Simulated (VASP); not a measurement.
# Ru (Fm-3m) in VASP: single point with PBE

Aim: the single point of Ru with PBE.

Program: VASP 6.6.1. These are calculated values, not measurements. Logs are shortened: lines on timing, memory, paths and dates and some standing lists are left out, and cuts for length are marked.

## Step 1: The cell of the first run

It takes space group Fm-3m (No. 225, cubic). The conventional cell has a = 3.811 Å, b = 3.811 Å, c = 3.811 Å, α = 90.00°, β = 90.00°, γ = 90.00°. Within 3.6 Å of Ru (site symmetry m-3m) lie 12 Ru at 2.69 Å.

## Step 2: Single point, PBE, non-collinear spin, zero start, spin-orbit coupling

The input, INCAR:

```
SYSTEM = Ru
PREC = Accurate
ENCUT = 520
EDIFF = 1E-7
ISMEAR = 0
SIGMA = 0.05
LREAL = .FALSE.
LASPH = .TRUE.
NELM = 150
ALGO = Normal
ISIF = 2
LWAVE = .FALSE.
LCHARG = .FALSE.
MAGMOM = 0 0 0
LORBIT = 11
LSORBIT = .TRUE.
GGA_COMPAT = .FALSE.
LORBMOM = .TRUE.
LMAXMIX = 4
GGA = PE
NBANDS = 25
```

The input, KPOINTS:

```
Automatic mesh
0
G
  18 18 18
  0 0 0
```

The input, POSCAR:

```
Ru
1.0
    0.0000000000      1.9052726698      1.9052726698
    1.9052726698      0.0000000000      1.9052726698
    1.9052726698      1.9052726698      0.0000000000
Ru
1
Direct
    0.0000000000      0.0000000000      0.0000000000
```

Potentials or basis: VASP PAW PBE potentials, release 64 (Ru_pv).

The run is started by

```bash
> cat potpaw_PBE.64/Ru_pv/POTCAR > POTCAR
> mpirun -np 1 vasp_ncl > vasp.out
```

OUTCAR:

```text
SYSTEM = Ru
   PREC = Accurate
   ENCUT = 520
   EDIFF = 1E-7
   ISMEAR = 0
   LREAL = .FALSE.
   LASPH = .TRUE.
   NELM = 150
   ISIF = 2
   LORBIT = 11
   LSORBIT = .TRUE.
   GGA = PE

 ion  position               nearest neighbor table
   1  0.000  0.000  0.000-

  LATTYP: Found a face centered cubic cell.
 ALAT       =     3.8105453396

  Lattice vectors:

 A1 = (   0.0000000000,   1.9052726698,   1.9052726698)
 A2 = (   1.9052726698,   0.0000000000,   1.9052726698)
 A3 = (   1.9052726698,   1.9052726698,   0.0000000000)

Analysis of symmetry for initial positions (statically):
=====================================================================
 Subroutine PRICEL returns:
 Original cell was already a primitive cell.

 Routine SETGRP: Setting up the symmetry group for a
 face centered cubic supercell.

 Subroutine GETGRP returns: Found 48 space group operations
 (whereof 48 operations were pure point group operations)
 out of a pool of 48 trial point group operations.

The static configuration has the point symmetry O_h .

Analysis of symmetry for dynamics (positions and initial velocities):
=====================================================================
 Subroutine PRICEL returns:
 Original cell was already a primitive cell.

 Routine SETGRP: Setting up the symmetry group for a
 face centered cubic supercell.

 Subroutine GETGRP returns: Found 48 space group operations
 (whereof 48 operations were pure point group operations)
 out of a pool of 48 trial point group operations.

The dynamic configuration has the point symmetry O_h .

Analysis of structural, dynamic, and magnetic symmetry:
=====================================================================
 Subroutine PRICEL returns:
 Original cell was already a primitive cell.

 Routine SETGRP: Setting up the symmetry group for a
 face centered cubic supercell.

 Subroutine GETGRP returns: Found 48 space group operations
 (whereof 48 operations were pure point group operations)
 out of a pool of 48 trial point group operations.

The overall configuration has the point symmetry O_h .

 Subroutine INISYM returns: Found 48 space group operations
 (whereof 48 operations are pure point group operations),
 and found     1 'primitive' translations

----------------------------------------------------------------------------------------

                                     Primitive cell

  volume of cell :      13.8325

  direct lattice vectors                    reciprocal lattice vectors
     0.000000000  1.905272670  1.905272670    -0.262429629  0.262429629  0.262429629
     1.905272670  0.000000000  1.905272670     0.262429629 -0.262429629  0.262429629
     1.905272670  1.905272670  0.000000000     0.262429629  0.262429629 -0.262429629

  length of vectors
     2.694462450  2.694462450  2.694462450     0.454541451  0.454541451  0.454541451

  position of ions in fractional coordinates (direct lattice)
     0.000000000  0.000000000  0.000000000

  ion indices of the primitive-cell ions
   primitive index   ion index
                 1           1

----------------------------------------------------------------------------------------

 KPOINTS: Automatic mesh

Automatic generation of k-mesh.
 Grid dimensions read from file:
 generate k-points for:   18   18   18

 Generating k-lattice:

  Cartesian coordinates                     Fractional coordinates (reciprocal lattice)
    -0.014579424  0.014579424  0.014579424     0.055555556  0.000000000  0.000000000
     0.014579424 -0.014579424  0.014579424     0.000000000  0.055555556  0.000000000
     0.014579424  0.014579424 -0.014579424     0.000000000  0.000000000  0.055555556

  Length of vectors
     0.025252303  0.025252303  0.025252303

  Shift w.r.t. Gamma in fractional coordinates (k-lattice)
     0.000000000  0.000000000  0.000000000

 Subroutine IBZKPT returns following result:
 ===========================================

[... 46 lines left out ...]
   NELM   =    150;   NELMIN=  2; NELMDL= -5     # of ELM steps
   EDIFF  = 0.1E-06   stopping-criterion for ELM
   LREAL  =      F    real-space projection
   EDIFFG = 0.1E-05   stopping-criterion for IOM
   NSW    =      0    number of steps for IOM
   IBRION =     -1    ionic relax: 0-MD 1-quasi-New 2-CG
   NFREE  =      0    steps in history (QN), initial steepest desc. (CG)
   ISIF   =      2    stress and relaxation
   ISYM   =      2    0-nonsym 1-usesym 2-fastsym
   POTIM  = 0.5000    time-step for ionic-motion
   TEBEG  =    0.0;   TEEND  =   0.0 temperature during run
   PSTRESS=    0.0 pullay stress
   NELECT =      14.0000    total number of electrons
   NUPDOWN=      -1.0000    fix difference up-down
   EMIN   =  10.00;   EMAX   =-10.00  energy-range for DOS
   EFERMI =   0.00;   METHOD = LEGACY
   ISMEAR =     0;   SIGMA  =   0.05  broadening in eV -4-tet -1-fermi 0-gaus
   EFERMI_NEDOS =   21; number of points for ismear=-14 and -15
   IALGO  =     38    algorithm
   IMIX   =      4    mixing-type and parameters
     AMIX     =   0.40;   BMIX     =  1.00
     AMIX_MAG =   1.60;   BMIX_MAG =  1.00
  volume/ion in A,a.u.               =      13.83        93.35
  Fermi-wavevector in a.u.,A,eV,Ry     =   1.643679  3.106103 36.758603  2.701681
  Thomas-Fermi vector in A             =   2.733773
   LORBIT       =     11    0 simple, 1 ext, 2 COOP (PROOUT), +10 PAW based schemes
   GGA     = PE    functional components
   LHFCALC =     F    Hartree Fock is set to
   AEXX    =    0.0000 exact exchange contribution
   IVDW    =     0    specifies the selected vdW correction
   LEPSILON=     F    determine dielectric tensor
   LRPA    =     F    only Hartree local field effects (RPA)
 Gauss-broadening in eV      SIGMA  =   0.05
  energy-cutoff  :      520.00
  volume of cell :       13.83
 maximum number of plane-waves:       776
   NGX =  9   NGY =  9   NGZ =  9

 number of electron      14.0000000 magnetization       0.0000000      0.0000000      0.0000000

 number of electron      14.0000002 magnetization       0.0000000     -0.0000000     -0.0000000

 number of electron      14.0000002 magnetization      -0.0000000      0.0000000      0.0000000

 Free energy of the ion-electron system (eV)
  ---------------------------------------------------
  ext. energy  EPLUGINS =         0.00000000
  ---------------------------------------------------
  free energy    TOTEN  =        -9.25758423 eV

  energy without entropy =       -9.25624645  energy(sigma->0) =       -9.25691534

 E-fermi :  12.3748     XC(G=0): -14.0018

 val. band max:       12.3719140365   @ k =   0.3333   0.2778   0.0000
 cond. band min:      12.3752308748   @ k =   0.1111   0.0556   0.0000
 fundamental gap:      0.0033168382
 Fermi energy:        12.3747823229

 k-point     1 :       0.0000    0.0000    0.0000
  band No.  band energies     occupation
      1     -32.2700      1.00000
      2     -32.2700      1.00000
      3     -28.8923      1.00000
      4     -28.8923      1.00000
      5     -28.8923      1.00000
      6     -28.8923      1.00000
[... 661 lines left out ...]
     24      29.8396      0.00000
     25      35.3106      0.00000

 [... further k-points ...]

------------------------ aborting loop because EDIFF is reached ----------------------------------------

  FORCE on cell =-STRESS in cart. coord.  units (eV):
  Direction    XX          YY          ZZ          XY          YZ          ZX
  --------------------------------------------------------------------------------------
  -------------------------------------------------------------------------------------
  Total        0.0037576      0.0037576      0.0037576      0.0000000      0.0000000      0.0000000
  in kB        0.4352260      0.4352260      0.4352260      0.0000000      0.0000000      0.0000000
  external PRESSURE =       0.4352260 kB  Pullay stress =       0.0000000 kB

 VOLUME and BASIS-vectors are now :
 -----------------------------------------------------------------------------
  energy-cutoff  :      520.00
  volume of cell :       13.83
      direct lattice vectors                 reciprocal lattice vectors
     0.000000000  1.905272670  1.905272670    -0.262429629  0.262429629  0.262429629
     1.905272670  0.000000000  1.905272670     0.262429629 -0.262429629  0.262429629
     1.905272670  1.905272670  0.000000000     0.262429629  0.262429629 -0.262429629

 POSITION                                       TOTAL-FORCE (eV/Angst)
 -----------------------------------------------------------------------------------
      0.00000      0.00000      0.00000         0.000000     -0.000000      0.000000
 -----------------------------------------------------------------------------------
    total drift:                                0.000000     -0.000000      0.000000

  FREE ENERGIE OF THE ION-ELECTRON SYSTEM (eV)
  ---------------------------------------------------
  free  energy   TOTEN  =        -9.2575842299 eV

  energy  without entropy=       -9.2562464504  energy(sigma->0) =       -9.25691534

 orbital moment (x)

 # of ion     p       d       tot
 ----------------------------------------
  1         0.000  -0.000  -0.000
 ----------------------------------------
            0.000  -0.000  -0.000

 orbital moment (y)

 # of ion     p       d       tot
 ----------------------------------------
  1         0.000   0.000   0.000
 ----------------------------------------
            0.000   0.000   0.000

 orbital moment (z)

 # of ion     p       d       tot
 ----------------------------------------
  1         0.000   0.000   0.000
 ----------------------------------------
            0.000   0.000   0.000

 Spin-Orbit-Coupling matrix elements

 Ion:    1  E_soc:     -0.2664976
 l=   1
     0.0000000    -0.0363076    -0.0363076
    -0.0363076     0.0000000    -0.0363076
    -0.0363076    -0.0363076     0.0000000
 l=   2
     0.0000000    -0.0014220     0.0000000    -0.0014220    -0.0066867
    -0.0014220     0.0000000    -0.0050150    -0.0014220    -0.0016717
     0.0000000    -0.0050150     0.0000000    -0.0050150     0.0000000
    -0.0014220    -0.0014220    -0.0050150     0.0000000    -0.0016717
    -0.0066867    -0.0016717     0.0000000    -0.0016717     0.0000000
 l=   3
     0.0000000     0.0000000     0.0000000     0.0000000     0.0000000     0.0000000     0.0000000
     0.0000000     0.0000000     0.0000000     0.0000000     0.0000000     0.0000000     0.0000000
     0.0000000     0.0000000     0.0000000     0.0000000     0.0000000     0.0000000     0.0000000
     0.0000000     0.0000000     0.0000000     0.0000000     0.0000000     0.0000000     0.0000000
     0.0000000     0.0000000     0.0000000     0.0000000     0.0000000     0.0000000     0.0000000
     0.0000000     0.0000000     0.0000000     0.0000000     0.0000000     0.0000000     0.0000000
     0.0000000     0.0000000     0.0000000     0.0000000     0.0000000     0.0000000     0.0000000

 total charge

# of ion       s       p       d       tot
------------------------------------------
    1        0.401   6.297   5.938  12.636

 magnetization (x)

# of ion       s       p       d       tot
------------------------------------------
    1        0.000   0.000   0.000   0.000

 magnetization (y)

# of ion       s       p       d       tot
------------------------------------------
    1        0.000   0.000  -0.000  -0.000

 magnetization (z)

# of ion       s       p       d       tot
------------------------------------------
    1        0.000   0.000   0.000   0.000
```

It took 97 s on 1 thread of Intel Xeon Platinum 8375C at 2.90GHz (Ice Lake), shared host; peak memory 0.23 GiB.

Results:

```
Free energy                                           : -9.2576 eV
Pressure                                              : 0.0 GPa
Net moment                                            : 0.00 μB per cell
Valence electrons inside the program's atomic spheres : Ru 12.64
```

Moments on the atoms (μB; x, y, z):
```
Ru  0.00 0.00 0.00
```
